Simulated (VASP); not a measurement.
# KCl in VASP: notebook, part 2 of 2

VASP 6.6.1.

## 4. Single point, PBEsol (equal xy, yz and zx shear strains of -1 %)

File INCAR:

```
PREC = Accurate
ENCUT = 520
EDIFF = 1E-7
ISMEAR = -1
SIGMA = 0.01
LREAL = False
LASPH = True
NELM = 60
ALGO = Normal
ISIF = 2
LWAVE = False
LCHARG = True
GGA = PS
LELF = True
LVHAR = True
NBANDS = 15
```

File KPOINTS:

```
regular mesh
0
Gamma
  7 7 7
```

File POSCAR:

```
KCl
1.0
    3.6340000000     -0.0181700000     -0.0181700000
   -0.0181700000      3.6340000000     -0.0181700000
   -0.0181700000     -0.0181700000      3.6340000000
K Cl
1 1
Direct
    0.0000000000      0.0000000000      0.0000000000
    0.5000000000      0.5000000000      0.5000000000
```

Potentials or basis: VASP PAW PBE potentials, release 64 (K_sv, Cl).

Command:

```sh
$ cat potpaw_PBE.64/K_sv/POTCAR potpaw_PBE.64/Cl/POTCAR > POTCAR
$ mpirun -np 1 vasp_std > vasp.out
```

OUTCAR:

```text
PREC = Accurate
   ENCUT = 520
   EDIFF = 1E-7
   ISMEAR = -1
   LREAL = False
   LASPH = True
   NELM = 60
   ISIF = 2
   GGA = PS

 ion  position               nearest neighbor table
   1  0.000  0.000  0.000-   2 3.12   2 3.12   2 3.16   2 3.16   2 3.16   2 3.16   2 3.16   2 3.16

   2  0.500  0.500  0.500-   1 3.12   1 3.12   1 3.16   1 3.16   1 3.16   1 3.16   1 3.16   1 3.16

  LATTYP: Found a trigonal (rhomboedric) cell.
 ALAT       =     3.6340908489
 COS(alpha) =    -0.0099745013

  Lattice vectors:

 A1 = (   3.6340000000,  -0.0181700000,  -0.0181700000)
 A2 = (  -0.0181700000,   3.6340000000,  -0.0181700000)
 A3 = (  -0.0181700000,  -0.0181700000,   3.6340000000)

Analysis of symmetry for initial positions (statically):
=====================================================================
 Subroutine PRICEL returns:
 Original cell was already a primitive cell.

 Routine SETGRP: Setting up the symmetry group for a
 trigonal (rhombohedral) supercell.

 Subroutine GETGRP returns: Found 12 space group operations
 (whereof 12 operations were pure point group operations)
 out of a pool of 12 trial point group operations.

The static configuration has the point symmetry D_3d.

Analysis of symmetry for dynamics (positions and initial velocities):
=====================================================================
 Subroutine PRICEL returns:
 Original cell was already a primitive cell.

 Routine SETGRP: Setting up the symmetry group for a
 trigonal (rhombohedral) supercell.

 Subroutine GETGRP returns: Found 12 space group operations
 (whereof 12 operations were pure point group operations)
 out of a pool of 12 trial point group operations.

The dynamic configuration has the point symmetry D_3d.

 Subroutine INISYM returns: Found 12 space group operations
 (whereof 12 operations are pure point group operations),
 and found     1 'primitive' translations

----------------------------------------------------------------------------------------

                                     Primitive cell

  volume of cell :      47.9868

  direct lattice vectors                    reciprocal lattice vectors
     3.634000000 -0.018170000 -0.018170000     0.275192695  0.001382878  0.001382878
    -0.018170000  3.634000000 -0.018170000     0.001382878  0.275192695  0.001382878
    -0.018170000 -0.018170000  3.634000000     0.001382878  0.001382878  0.275192695

  length of vectors
     3.634090849  3.634090849  3.634090849     0.275199644  0.275199644  0.275199644

  position of ions in fractional coordinates (direct lattice)
     0.000000000  0.000000000  0.000000000
     0.500000000  0.500000000  0.500000000

  ion indices of the primitive-cell ions
   primitive index   ion index
                 1           1
                 2           2

----------------------------------------------------------------------------------------

 KPOINTS: regular mesh

Automatic generation of k-mesh.
 Grid dimensions read from file:
 generate k-points for:    7    7    7

 Generating k-lattice:

  Cartesian coordinates                     Fractional coordinates (reciprocal lattice)
     0.039313242  0.000197554  0.000197554     0.142857143 -0.000000000  0.000000000
     0.000197554  0.039313242  0.000197554    -0.000000000  0.142857143  0.000000000
     0.000197554  0.000197554  0.039313242     0.000000000  0.000000000  0.142857143

  Length of vectors
     0.039314235  0.039314235  0.039314235

  Shift w.r.t. Gamma in fractional coordinates (k-lattice)
     0.000000000  0.000000000  0.000000000

 Subroutine IBZKPT returns following result:
 ===========================================

 Found     44 irreducible k-points:

 Following reciprocal coordinates:
            Coordinates               Weight
  0.000000  0.000000  0.000000      1.000000
  0.142857 -0.000000 -0.000000      6.000000
  0.285714 -0.000000  0.000000      6.000000
  0.428571 -0.000000  0.000000      6.000000
  0.142857  0.142857  0.000000      6.000000
  0.285714  0.142857 -0.000000     12.000000
[... 16 lines left out ...]
  0.285714  0.285714  0.142857      6.000000
  0.428571  0.285714  0.142857     12.000000
 [... further k-points ...]
   k-points           NKPTS =     44   k-points in BZ     NKDIM =     44   number of bands    NBANDS=     15
   number of dos      NEDOS =    301   number of ions     NIONS =      2
   total plane-waves  NPLWV =  21952
   dimension x,y,z NGX =    28 NGY =   28 NGZ =   28
   dimension x,y,z NGXF=    56 NGYF=   56 NGZF=   56
   ions per type =               1   1
   NGX,Y,Z   is equivalent  to a cutoff of  12.81, 12.81, 12.81 a.u.
   NGXF,Y,Z  is equivalent  to a cutoff of  25.62, 25.62, 25.62 a.u.
 SYSTEM =  unknown system
   PREC   = accura    normal or accurate (medium, high low for compatibility)
   ISTART =      0    job   : 0-new  1-cont  2-samecut
   ICHARG =      2    charge: 1-file 2-atom 10-const
   ISPIN  =      1    spin polarized calculation?
   LNONCOLLINEAR =      F non collinear calculations
   LSORBIT =      F    spin-orbit coupling
   LASPH  =      T    aspherical Exc in radial PAW
   ENCUT  =  520.0 eV  38.22 Ry    6.18 a.u.   6.76  6.76  6.76*2*pi/ulx,y,z
   NELM   =     60;   NELMIN=  2; NELMDL= -5     # of ELM steps
   EDIFF  = 0.1E-06   stopping-criterion for ELM
   LREAL  =      F    real-space projection
   EDIFFG = 0.1E-05   stopping-criterion for IOM
   NSW    =      0    number of steps for IOM
   IBRION =     -1    ionic relax: 0-MD 1-quasi-New 2-CG
   NFREE  =      0    steps in history (QN), initial steepest desc. (CG)
   ISIF   =      2    stress and relaxation
   ISYM   =      2    0-nonsym 1-usesym 2-fastsym
   POTIM  = 0.5000    time-step for ionic-motion
   TEBEG  =    0.0;   TEEND  =   0.0 temperature during run
   PSTRESS=    0.0 pullay stress
   NELECT =      16.0000    total number of electrons
   NUPDOWN=      -1.0000    fix difference up-down
   EMIN   =  10.00;   EMAX   =-10.00  energy-range for DOS
   EFERMI =   0.00;   METHOD = LEGACY
   ISMEAR =    -1;   SIGMA  =   0.01  broadening in eV -4-tet -1-fermi 0-gaus
   EFERMI_NEDOS =   21; number of points for ismear=-14 and -15
   IALGO  =     38    algorithm
   IMIX   =      4    mixing-type and parameters
     AMIX     =   0.40;   BMIX     =  1.00
     AMIX_MAG =   1.60;   BMIX_MAG =  1.00
  volume/ion in A,a.u.               =      23.99       161.92
  Fermi-wavevector in a.u.,A,eV,Ry     =   1.135205  2.145226 17.533684  1.288689
  Thomas-Fermi vector in A             =   2.271909
   LORBIT       =      0    0 simple, 1 ext, 2 COOP (PROOUT), +10 PAW based schemes
   GGA     = PS    functional components
   LHFCALC =     F    Hartree Fock is set to
   AEXX    =    0.0000 exact exchange contribution
   IVDW    =     0    specifies the selected vdW correction
   LEPSILON=     F    determine dielectric tensor
   LRPA    =     F    only Hartree local field effects (RPA)
 non-spin polarized calculation
  energy-cutoff  :      520.00
  volume of cell :       47.99
 maximum number of plane-waves:      1309
   NGX = 13   NGY = 13   NGZ = 13

 number of electron      16.0000000 magnetization

 Free energy of the ion-electron system (eV)
  ---------------------------------------------------
  ext. energy  EPLUGINS =         0.00000000
  ---------------------------------------------------
  free energy    TOTEN  =        -6.88372959 eV

  energy without entropy =       -6.88372959  energy(sigma->0) =       -6.88372959

 E-fermi :   0.2100     XC(G=0):  -9.0302

 val. band max:       -0.0380118923   @ k =  -0.4286   0.4286   0.0000
 cond. band min:       5.3576229996   @ k =   0.0000   0.0000   0.0000
 fundamental gap:      5.3956348919
 Fermi energy:         0.2099714927

 k-point     1 :       0.0000    0.0000    0.0000
  band No.  band energies     occupation
      1     -27.6575      2.00000
      2     -12.9104      2.00000
      3     -11.0728      2.00000
      4     -11.0663      2.00000
      5     -11.0663      2.00000
      6      -0.2514      2.00000
      7      -0.2401      2.00000
      8      -0.2401      2.00000
      9       5.3576      0.00000
     10       6.2113      0.00000
     11       6.2113      0.00000
     12      10.9575      0.00000
     13      11.0596      0.00000
     14      11.0596      0.00000
[... 401 lines left out ...]
      2     -12.7612      2.00000
      3     -11.3027      2.00000
      4     -11.1534      2.00000
      5     -11.0595      2.00000
      6      -1.7210      2.00000
      7      -1.1368      2.00000
      8      -0.4723      2.00000
      9       7.2861      0.00000
     10       8.2552      0.00000
     11       8.9244      0.00000
     12       9.5729      0.00000
     13      10.4625      0.00000
     14      10.8602      0.00000
     15      13.1757      0.00000

 [... further k-points ...]
[... 5 lines left out ...]
  --------------------------------------------------------------------------------------
  -------------------------------------------------------------------------------------
  Total        0.7159605      0.7159605      0.7159605      0.0445885      0.0445885      0.0445885
  in kB       23.9043828     23.9043828     23.9043828      1.4887147      1.4887147      1.4887147
  external PRESSURE =      23.9043828 kB  Pullay stress =       0.0000000 kB

 VOLUME and BASIS-vectors are now :
 -----------------------------------------------------------------------------
  energy-cutoff  :      520.00
  volume of cell :       47.99
      direct lattice vectors                 reciprocal lattice vectors
     3.634000000 -0.018170000 -0.018170000     0.275192695  0.001382878  0.001382878
    -0.018170000  3.634000000 -0.018170000     0.001382878  0.275192695  0.001382878
    -0.018170000 -0.018170000  3.634000000     0.001382878  0.001382878  0.275192695

 POSITION                                       TOTAL-FORCE (eV/Angst)
 -----------------------------------------------------------------------------------
      0.00000      0.00000      0.00000         0.000000     -0.000000      0.000000
      1.79883      1.79883      1.79883        -0.000000      0.000000      0.000000
 -----------------------------------------------------------------------------------
    total drift:                               -0.000000      0.000000      0.000000

  FREE ENERGIE OF THE ION-ELECTRON SYSTEM (eV)
  ---------------------------------------------------
  free  energy   TOTEN  =        -6.8837295945 eV

  energy  without entropy=       -6.8837295945  energy(sigma->0) =       -6.88372959
```

OSZICAR:

```text
N       E                     dE             d eps       ncg     rms          rms(c)
DAV:   1     0.105238283784E+03    0.10524E+03   -0.73518E+03  1320   0.991E+02
DAV:   2    -0.163869708220E+01   -0.10688E+03   -0.98957E+02  1745   0.249E+02
DAV:   3    -0.697948630504E+01   -0.53408E+01   -0.53130E+01  1796   0.494E+01
DAV:   4    -0.712845109202E+01   -0.14896E+00   -0.14894E+00  1943   0.799E+00
DAV:   5    -0.712972400028E+01   -0.12729E-02   -0.12729E-02  1831   0.844E-01    0.364E+00
DAV:   6    -0.691158008143E+01    0.21814E+00   -0.21465E-01  1642   0.331E+00    0.306E+00
DAV:   7    -0.688293766990E+01    0.28642E-01   -0.71537E-02  1782   0.198E+00    0.174E+00
DAV:   8    -0.688365022369E+01   -0.71255E-03   -0.15460E-02  1803   0.972E-01    0.229E-01
DAV:   9    -0.688359135527E+01    0.58868E-04   -0.52784E-04  1763   0.156E-01    0.922E-02
DAV:  10    -0.688373257412E+01   -0.14122E-03   -0.19862E-04  1524   0.113E-01    0.315E-02
DAV:  11    -0.688372864485E+01    0.39293E-05   -0.15664E-05  1859   0.301E-02    0.118E-02
DAV:  12    -0.688372978620E+01   -0.11414E-05   -0.82528E-07  1500   0.701E-03    0.250E-03
DAV:  13    -0.688372965429E+01    0.13191E-06   -0.57439E-08  1367   0.201E-03    0.430E-04
DAV:  14    -0.688372959453E+01    0.59764E-07   -0.90068E-09  1024   0.879E-04
   1 F= -.68837296E+01 E0= -.68837296E+01  d E =-.281340E-12
```

Wall time 53 s (1 thread of Intel Xeon Platinum 8259CL at 2.50GHz (Skylake/Cascade Lake), shared host); peak memory 0.17 GiB.

What came out:

```yaml
Free_energy: -6.8837 eV
Pressure: 2.4 GPa
Band_gap_on_the_k_mesh: 5.40 eV, indirect (least direct gap 5.60 eV)
```

Stress tensor (GPa, compression positive):
```
2.39 0.15 0.15
0.15 2.39 0.15
0.15 0.15 2.39
```

Caveat: the cell differs from its parent crystal (equal xy, yz and zx shear strains of -1 %); the PAW data sets were made with another functional, which shifts forces and pressure a little. A k mesh can miss the band edges.

## 5. Single point, PBEsol (equal xy, yz and zx shear strains of +1 %)

File INCAR:

```
SYSTEM = KCl
ALGO = Normal
EDIFF = 1E-7
ENCUT = 520
GGA = PS
ISIF = 2
ISMEAR = -1
LASPH = .TRUE.
LCHARG = .FALSE.
LREAL = .FALSE.
LWAVE = .FALSE.
NBANDS = 15
NELM = 60
PREC = Accurate
SIGMA = 0.01
```

File KPOINTS:

```
k-points
0
G
  7 7 7
  0 0 0
```

File POSCAR:

```
KCl
1.0
    3.6340000000      0.0181700000      0.0181700000
    0.0181700000      3.6340000000      0.0181700000
    0.0181700000      0.0181700000      3.6340000000
K Cl
1 1
Direct
    0.0000000000      0.0000000000      0.0000000000
    0.5000000000      0.5000000000      0.5000000000
```

Command:

```sh
$ cat potpaw_PBE.64/K_sv/POTCAR potpaw_PBE.64/Cl/POTCAR > POTCAR
$ mpirun -np 1 vasp_std > vasp.out
```

Run time: 41 s. Hardware: 1 thread of Intel Xeon Platinum 8259CL at 2.50GHz (Skylake/Cascade Lake), shared host; peak memory 0.17 GiB.

It converged, with:

```
Free energy            : -6.8838 eV
Pressure               : 2.4 GPa
Band gap on the k mesh : 5.40 eV, indirect (least direct gap 5.59 eV)
```

Stress tensor (GPa, compression positive):
```
 2.39 -0.13 -0.13
-0.13  2.39 -0.13
-0.13 -0.13  2.39
```

Levels at points of the mesh, in eV from the valence-band top:
```
           k point  band 6  band 7  band 8  band 9  band 10  band 11
(0.00, 0.00, 0.00)   -0.21   -0.21   -0.20    5.40     6.25     6.25
```

Caveat: the cell differs from its parent crystal (equal xy, yz and zx shear strains of +1 %); the PAW data sets were made with another functional, which shifts forces and pressure a little.

## 6. The runs side by side

```csv
cell,gap on the mesh (eV),pressure (GPa)
"a = 3.707, b = 3.707, c = 3.634 Å, 2 atoms",5.12,1.2
"a = 3.634 Å, angles 91.1°, 2 atoms",5.40,2.4
"a = 3.634 Å, angles 90.6°, 2 atoms",5.40,2.4
"a = 3.634 Å, angles 89.4°, 2 atoms",5.40,2.4
```

Alike in all rows: task single point; level PBEsol; potentials or basis VASP PAW PBE potentials, release 64 (K_sv, Cl); no spin polarisation; k mesh 7 × 7 × 7; cutoff (eV) 520; smearing fermi-dirac 0.01 eV.

Caveats: the PAW data sets were made with another functional, which shifts forces and pressure a little.

Total energies depend on the potentials used, so only differences within one code and one set of settings carry meaning.
